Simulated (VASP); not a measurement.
Set up this calculation in VASP 6.6.1, as the native input.

| Quantity | Value |
| --- | --- |
| Task | single point |
| Functional | r2SCAN |
| Potentials or basis | VASP PAW PBE potentials, release 64 (K_sv) |
| Cutoff | 520 eV |
| k mesh | 4 × 4 × 8 |
| Occupations | fermi-dirac, width 0.1 eV |
| Spin | no spin polarisation |
| Dipole correction | no |
| Further INCAR settings | ALGO = Normal; EDIFF = 1e-06; NBANDS = 10 |

K:

```
K
1.0
     9.57563    0.00000    0.00000
     0.00000    9.57563    0.00000
     0.00000    0.00000    4.32460
K
1
Cartesian
  0.0000 0.0000 0.0000
```

The input as run:

POSCAR

```
K
1.0
    9.5756257000      0.0000000000      0.0000000000
    0.0000000000      9.5756257000      0.0000000000
    0.0000000000      0.0000000000      4.3245980000
K
1
Direct
    0.0000000000      0.0000000000      0.0000000000
```

INCAR.step1

```
  ALGO = Normal
  EDIFF = 1E-4
  ENCUT = 520
  GGA = PE
  ISMEAR = -1
  LASPH = T
  LCHARG = F
  LREAL = F
  LWAVE = T
  NBANDS = 10
  NELM = 60
  PREC = Accurate
  SIGMA = 0.1
```

INCAR.step2

```
  ALGO = Normal
  EDIFF = 1E-6
  ENCUT = 520
  ISIF = 2
  ISMEAR = -1
  ISTART = 1
  LASPH = T
  LCHARG = F
  LMIXTAU = T
  LREAL = F
  LWAVE = F
  METAGGA = R2SCAN
  NBANDS = 10
  NELM = 60
  PREC = Accurate
  SIGMA = 0.1
```

KPOINTS

```
k-points
0
Gamma
  4 4 8
```

Potentials or basis: VASP PAW PBE potentials, release 64 (K_sv).

Run with:

```bash
$ cat potpaw_PBE.64/K_sv/POTCAR > POTCAR
$ cp INCAR.step1 INCAR
$ mpirun -np 1 vasp_std > vasp.out
$ cp INCAR.step2 INCAR
$ mpirun -np 1 vasp_std > vasp.out
```

Results of the run:

| Property | Result |
| --- | --- |
| Pressure | 0.0 GPa |
| Band gap on the k mesh | zero (an odd number of electrons rules out a gap without spin polarisation) |

Caveat: the PAW data sets were made with another functional, which shifts forces and pressure a little.

Run time: 4.8 min on 1 thread of Intel(R) Xeon(R) Platinum 8488C (Sapphire Rapids) (shared host), peak memory 0.5 GiB.
